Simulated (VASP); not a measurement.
# Ti6H in VASP: a series of runs

The runs below take Ti6H through single point, with r2SCAN.

Program: VASP 6.6.1. These are calculated values, not measurements. Logs are shortened: lines on timing, memory, paths and dates and some standing lists are left out, and cuts for length are marked.

## 1. The cell of the first run

The cell holds a slab with vacuum, 14 atoms: a = 5.900 Å, b = 5.900 Å, c = 17.685 Å, α = 90.00°, β = 90.00°, γ = 60.00°.

## 2. Single point, r2SCAN

Input file POSCAR:

```
Ti6H
1.0
    5.9000000000      0.0000000000      0.0000000000
    2.9500000000      5.1095500000      0.0000000000
    0.0000000000      0.0000000000     17.6846000000
Ti H
12 2
Direct
    0.0000000000      0.0000000000      0.0565463737
    0.5000000000      0.0000000000      0.0565463737
   -0.0000024464      0.5000048928      0.0565463737
    0.4999975536      0.5000048928      0.0565463737
   -0.1667198476      0.3334735936      0.1888705427
    0.3356418564      0.3266823889      0.1839001165
   -0.1669504991      0.8335959135      0.1888309603
    0.3335046942      0.8331262049      0.1887631046
   -0.0001955237     -0.0001174272      0.3203521708
    0.5102482671     -0.0120558562      0.3184069756
   -0.0089063855      0.5081856524      0.3215000622
    0.5027518346      0.5016488732      0.3202560420
    0.2303524577      0.7952950847      0.2860002488
    0.1750090497      0.1658463074      0.1921671963
```

Input file INCAR.step1:

```
SYSTEM = Ti6H
PREC = Accurate ; ENCUT = 520
ISMEAR = -1 ; SIGMA = 0.15
LREAL = .False. ; LASPH = .True.
NELM = 100 ; NBANDS = 86
GGA = PE ; ALGO = Normal
EDIFF = 1E-4 ; LWAVE = .True.
LCHARG = .False.
```

Input file INCAR.step2:

```
SYSTEM = Ti6H
PREC = Accurate ; ENCUT = 520
EDIFF = 1E-6 ; ISMEAR = -1
SIGMA = 0.15 ; LREAL = .False.
LASPH = .True. ; NELM = 100
ALGO = Normal ; ISIF = 2
LWAVE = .False. ; LCHARG = .False.
METAGGA = R2SCAN ; LMIXTAU = .True.
NBANDS = 86 ; ISTART = 1
```

Input file KPOINTS:

```
regular mesh
0
Gamma
  2 2 1
  0 0 0
```

Potentials or basis: VASP PAW PBE potentials, release 64 (Ti_sv, H).

Command:

```bash
cat potpaw_PBE.64/Ti_sv/POTCAR potpaw_PBE.64/H/POTCAR > POTCAR
cp INCAR.step1 INCAR
mpirun -np 1 vasp_std > vasp.out
cp INCAR.step2 INCAR
mpirun -np 1 vasp_std > vasp.out
```

OUTCAR:

```text
SYSTEM = Ti6H
   PREC = Accurate
   ENCUT = 520
   EDIFF = 1E-6
   ISMEAR = -1
   LREAL = .False.
   LASPH = .True.
   NELM = 100
   ISIF = 2
   METAGGA = R2SCAN
   ISTART = 1

 ion  position               nearest neighbor table
   1  0.000  0.000  0.057-   8 2.89   7 2.89   5 2.89
   2  0.500  0.000  0.057-   6 2.80   8 2.89   7 2.89
   3  1.000  0.500  0.057-   6 2.83   5 2.89   7 2.89
   4  0.500  0.500  0.057-   6 2.84   8 2.89   5 2.89
   5  0.833  0.333  0.189-  14 1.75  12 2.87   9 2.88   3 2.89   4 2.89   1 2.89  11 2.90
   6  0.336  0.327  0.184-  14 1.65   2 2.80   3 2.83   4 2.84   8 2.92
   7  0.833  0.834  0.189-  10 2.82  11 2.88   9 2.88   2 2.89   1 2.89   3 2.89
   8  0.334  0.833  0.189-  14 1.70  13 1.87  10 2.85  12 2.88   9 2.88   4 2.89   2 2.89   1 2.89
                             6 2.92
   9  1.000  1.000  0.320-  13 1.43   7 2.88   5 2.88   8 2.88
  10  0.510  0.988  0.318-   7 2.82  11 2.83   8 2.85  12 2.89
  11  0.991  0.508  0.322-  10 2.83   7 2.88   5 2.90  12 2.90
  12  0.503  0.502  0.320-  13 1.78   5 2.87   8 2.88  10 2.89  11 2.90
  13  0.230  0.795  0.286-   9 1.43  12 1.78   8 1.87
  14  0.175  0.166  0.192-   6 1.65   8 1.70   5 1.75

  LATTYP: Found a hexagonal cell.
 ALAT       =     5.9000001019
 C/A-ratio  =     2.9973897787

  Lattice vectors:

 A1 = (  -2.9500000000,  -5.1095500000,   0.0000000000)
 A2 = (   5.9000000000,   0.0000000000,   0.0000000000)
 A3 = (   0.0000000000,   0.0000000000,  17.6846000000)

Analysis of symmetry for initial positions (statically):
=====================================================================
 Subroutine PRICEL returns:
 Original cell was already a primitive cell.

 Routine SETGRP: Setting up the symmetry group for a
 hexagonal supercell.

 Subroutine GETGRP returns: Found  1 space group operations
 (whereof  1 operations were pure point group operations)
 out of a pool of 24 trial point group operations.

The static configuration has the point symmetry C_1 .

Analysis of symmetry for dynamics (positions and initial velocities):
=====================================================================
 Subroutine PRICEL returns:
 Original cell was already a primitive cell.

 Routine SETGRP: Setting up the symmetry group for a
 hexagonal supercell.

 Subroutine GETGRP returns: Found  1 space group operations
 (whereof  1 operations were pure point group operations)
 out of a pool of 24 trial point group operations.

The dynamic configuration has the point symmetry C_1 .

 Subroutine INISYM returns: Found  1 space group operations
 (whereof  1 operations are pure point group operations),
 and found     1 'primitive' translations

----------------------------------------------------------------------------------------

                                     Primitive cell

  volume of cell :     533.1261

  direct lattice vectors                    reciprocal lattice vectors
     5.900000000  0.000000000  0.000000000     0.169491525 -0.097855976  0.000000000
     2.950000000  5.109550000  0.000000000     0.000000000  0.195711951  0.000000000
     0.000000000  0.000000000 17.684600000     0.000000000  0.000000000  0.056546374

  length of vectors
     5.900000000  5.900000102 17.684600000     0.195711955  0.195711951  0.056546374

  position of ions in fractional coordinates (direct lattice)
     0.000000000  0.000000000  0.056546374
     0.500000000  0.000000000  0.056546374
     0.999997554  0.500004893  0.056546374
     0.499997554  0.500004893  0.056546374
     0.833280152  0.333473594  0.188870543
     0.335641856  0.326682389  0.183900116
     0.833049501  0.833595913  0.188830960
     0.333504694  0.833126205  0.188763105
     0.999804476  0.999882573  0.320352171
     0.510248267  0.987944144  0.318406976
     0.991093615  0.508185652  0.321500062
     0.502751835  0.501648873  0.320256042
     0.230352458  0.795295085  0.286000249
     0.175009050  0.165846307  0.192167196

  ion indices of the primitive-cell ions
   primitive index   ion index
                 1           1
                 2           2
                 3           3
                 4           4
                 5           5
                 6           6
                 7           7
                 8           8
                 9           9
                10          10
                11          11
                12          12
                13          13
                14          14

----------------------------------------------------------------------------------------

 KPOINTS: regular mesh

Automatic generation of k-mesh.
 Grid dimensions read from file:
 generate k-points for:    2    2    1

 Generating k-lattice:

  Cartesian coordinates                     Fractional coordinates (reciprocal lattice)
     0.084745763 -0.048927988  0.000000000     0.500000000  0.000000000  0.000000000
     0.000000000  0.097855976  0.000000000     0.000000000  0.500000000  0.000000000
     0.000000000  0.000000000  0.056546374     0.000000000  0.000000000  1.000000000

  Length of vectors
     0.097855977  0.097855976  0.056546374

  Shift w.r.t. Gamma in fractional coordinates (k-lattice)
     0.000000000  0.000000000  0.000000000

 Subroutine IBZKPT returns following result:
 ===========================================

 Found      4 irreducible k-points:

 Following reciprocal coordinates:
            Coordinates               Weight
  0.000000  0.000000  0.000000      1.000000
  0.500000  0.000000  0.000000      1.000000
  0.500000  0.500000  0.000000      1.000000
  0.000000  0.500000  0.000000      1.000000
   k-points           NKPTS =      4   k-points in BZ     NKDIM =      4   number of bands    NBANDS=     86
   number of dos      NEDOS =    301   number of ions     NIONS =     14
   total plane-waves  NPLWV = 322560
   dimension x,y,z NGX =    48 NGY =   48 NGZ =  140
   dimension x,y,z NGXF=    96 NGYF=   96 NGZF=  280
   ions per type =              12   2
   NGX,Y,Z   is equivalent  to a cutoff of  13.53, 13.53, 13.16 a.u.
   NGXF,Y,Z  is equivalent  to a cutoff of  27.05, 27.05, 26.32 a.u.
 SYSTEM =  Ti6H
   PREC   = accura    normal or accurate (medium, high low for compatibility)
   ISTART =      1    job   : 0-new  1-cont  2-samecut
   ICHARG =      0    charge: 1-file 2-atom 10-const
   ISPIN  =      1    spin polarized calculation?
   LNONCOLLINEAR =      F non collinear calculations
   LSORBIT =      F    spin-orbit coupling
   LASPH  =      T    aspherical Exc in radial PAW
   ENCUT  =  520.0 eV  38.22 Ry    6.18 a.u.  10.97 10.97 32.88*2*pi/ulx,y,z
   NELM   =    100;   NELMIN=  2; NELMDL=  0     # of ELM steps
   EDIFF  = 0.1E-05   stopping-criterion for ELM
   LREAL  =      F    real-space projection
   EDIFFG = 0.1E-04   stopping-criterion for IOM
   NSW    =      0    number of steps for IOM
   IBRION =     -1    ionic relax: 0-MD 1-quasi-New 2-CG
   NFREE  =      0    steps in history (QN), initial steepest desc. (CG)
   ISIF   =      2    stress and relaxation
   ISYM   =      2    0-nonsym 1-usesym 2-fastsym
   POTIM  = 0.5000    time-step for ionic-motion
   TEBEG  =    0.0;   TEEND  =   0.0 temperature during run
   PSTRESS=    0.0 pullay stress
   NELECT =     146.0000    total number of electrons
   NUPDOWN=      -1.0000    fix difference up-down
   EMIN   =  10.00;   EMAX   =-10.00  energy-range for DOS
   EFERMI =   0.00;   METHOD = LEGACY
   ISMEAR =    -1;   SIGMA  =   0.15  broadening in eV -4-tet -1-fermi 0-gaus
   EFERMI_NEDOS =   21; number of points for ismear=-14 and -15
   IALGO  =     38    algorithm
   IMIX   =      4    mixing-type and parameters
     AMIX     =   0.40;   BMIX     =  1.00
     AMIX_MAG =   1.60;   BMIX_MAG =  1.00
  volume/ion in A,a.u.               =      38.08       256.98
  Fermi-wavevector in a.u.,A,eV,Ry     =   1.063120  2.009006 15.377647  1.130225
  Thomas-Fermi vector in A             =   2.198594
   LORBIT       =      0    0 simple, 1 ext, 2 COOP (PROOUT), +10 PAW based schemes
   METAGGA = R2SCAN    functional components
   LHFCALC =     F    Hartree Fock is set to
   AEXX    =    0.0000 exact exchange contribution
   IVDW    =     0    specifies the selected vdW correction
   LEPSILON=     F    determine dielectric tensor
   LRPA    =     F    only Hartree local field effects (RPA)
 non-spin polarized calculation
  energy-cutoff  :      520.00
  volume of cell :      533.13
 maximum number of plane-waves:     14374
 NGX is ok and might be reduce to    48
   NGX = 21   NGY = 21   NGZ = 65

 number of electron     145.9999994 magnetization

 Free energy of the ion-electron system (eV)
  ---------------------------------------------------
  ext. energy  EPLUGINS =         0.00000000
  ---------------------------------------------------
  free energy    TOTEN  =      -153.64734935 eV

  energy without entropy =     -151.89968636  energy(sigma->0) =     -152.77351785

 E-fermi :   0.7815     XC(G=0):  -5.9954

 val. band max:        0.6694596323   @ k =   0.5000   0.0000   0.0000
 cond. band min:       0.7856931938   @ k =   0.5000   0.5000   0.0000
 fundamental gap:      0.1162335615
 Fermi energy:         0.7815462429

 k-point     1 :       0.0000    0.0000    0.0000
  band No.  band energies     occupation
      1     -58.4875      2.00000
      2     -58.4536      2.00000
      3     -58.4352      2.00000
      4     -58.3902      2.00000
      5     -58.3802      2.00000
      6     -58.3717      2.00000
[... 77 lines left out ...]
     84       1.8731      0.00138
     85       1.9116      0.00107

 k-point     2 :       0.5000    0.0000    0.0000
  band No.  band energies     occupation
      1     -58.4686      2.00000
      2     -58.4496      2.00000
      3     -58.4288      2.00000
      4     -58.3993      2.00000
      5     -58.3879      2.00000
      6     -58.3816      2.00000
[... 77 lines left out ...]
     84       1.6175      0.00757
     85       1.6579      0.00579

 k-point     3 :       0.5000    0.5000    0.0000
  band No.  band energies     occupation
      1     -58.4768      2.00000
      2     -58.4353      2.00000
      3     -58.4241      2.00000
      4     -58.4124      2.00000
      5     -58.3888      2.00000
      6     -58.3704      2.00000
[... 77 lines left out ...]
     84       1.6211      0.00739
     85       1.6453      0.00629

 k-point     4 :       0.0000    0.5000    0.0000
  band No.  band energies     occupation
      1     -58.4694      2.00000
      2     -58.4485      2.00000
      3     -58.4247      2.00000
      4     -58.4110      2.00000
      5     -58.3820      2.00000
      6     -58.3740      2.00000
[... 77 lines left out ...]
     84       1.6316      0.00689
     85       1.6681      0.00541
 [bands above 85 left out]

------------------------ aborting loop because EDIFF is reached ----------------------------------------

  FORCE on cell =-STRESS in cart. coord.  units (eV):
  Direction    XX          YY          ZZ          XY          YZ          ZX
  --------------------------------------------------------------------------------------
  -------------------------------------------------------------------------------------
  Total        0.8380957      3.3460986     -1.8204003     -2.3752003      2.3624395     -2.0423972
  in kB        2.5186874     10.0558646     -5.4707590     -7.1380717      7.0997224     -6.1379153
  external PRESSURE =       2.3679310 kB  Pullay stress =       0.0000000 kB

 VOLUME and BASIS-vectors are now :
 -----------------------------------------------------------------------------
  energy-cutoff  :      520.00
  volume of cell :      533.13
      direct lattice vectors                 reciprocal lattice vectors
     5.900000000  0.000000000  0.000000000     0.169491525 -0.097855976  0.000000000
     2.950000000  5.109550000  0.000000000     0.000000000  0.195711951  0.000000000
     0.000000000  0.000000000 17.684600000     0.000000000  0.000000000  0.056546374

 POSITION                                       TOTAL-FORCE (eV/Angst)
 -----------------------------------------------------------------------------------
      0.00000      0.00000      1.00000        -0.267725     -0.174672      0.353893
      2.95000      0.00000      1.00000         0.308135     -0.282676      0.132734
      7.37500      2.55480      1.00000        -0.036190      0.391368      0.214033
      4.42500      2.55480      1.00000         0.092562      0.101996      0.299204
      5.90010      1.70390      3.34010        -0.379917      0.174777     -0.099400
      2.94400      1.66920      3.25220         1.065703      0.410469      0.172067
      7.37410      4.25930      3.33940        -0.158071      0.098960     -0.318831
      4.42540      4.25690      3.33820        -0.017455     -0.767451     -0.678880
      8.84850      5.10895      5.66530        -3.413746      3.874421      2.489256
      5.92490      5.04795      5.63090         0.463175      0.170277     -0.080514
      7.34660      2.59660      5.68560         0.017752      0.291516     -0.197905
      4.44610      2.56320      5.66360        -0.094749     -0.521814     -0.177387
      3.70520      4.06360      5.05780         3.128276     -3.718613     -2.369570
      1.52180      0.84740      3.39840        -0.707750     -0.048557      0.261300
 -----------------------------------------------------------------------------------
    total drift:                               -0.001814      0.001773      0.000315

  FREE ENERGIE OF THE ION-ELECTRON SYSTEM (eV)
  ---------------------------------------------------
  free  energy   TOTEN  =      -153.6473493453 eV

  energy  without entropy=     -151.8996863555  energy(sigma->0) =     -152.77351785
```

It took 21 min on 1 thread of Intel Xeon 6975P-C (Granite Rapids), shared host; peak memory 0.78 GiB.

Results:

```yaml
Free_energy: -153.6473 eV
Largest_force: 5.732 eV/Å
Band_gap_on_the_k_mesh: zero (bands 73 and 74 overlap by 0.43 eV)
```

Forces on the atoms (eV/Å):
```
Ti  -0.268 -0.175  0.354
Ti   0.308 -0.283  0.133
Ti  -0.036  0.391  0.214
Ti   0.093  0.102  0.299
Ti  -0.380  0.175 -0.099
Ti   1.066  0.410  0.172
Ti  -0.158  0.099 -0.319
Ti  -0.017 -0.767 -0.679
Ti  -3.414  3.874  2.489
Ti   0.463  0.170 -0.081
Ti   0.018  0.292 -0.198
Ti  -0.095 -0.522 -0.177
H    3.128 -3.719 -2.370
H   -0.708 -0.049  0.261
```

Caveat: the k points lie up to 0.61 Å⁻¹ apart; the PAW data sets were made with another functional, which shifts forces and pressure a little.

(Continued in part 2 of 2.)
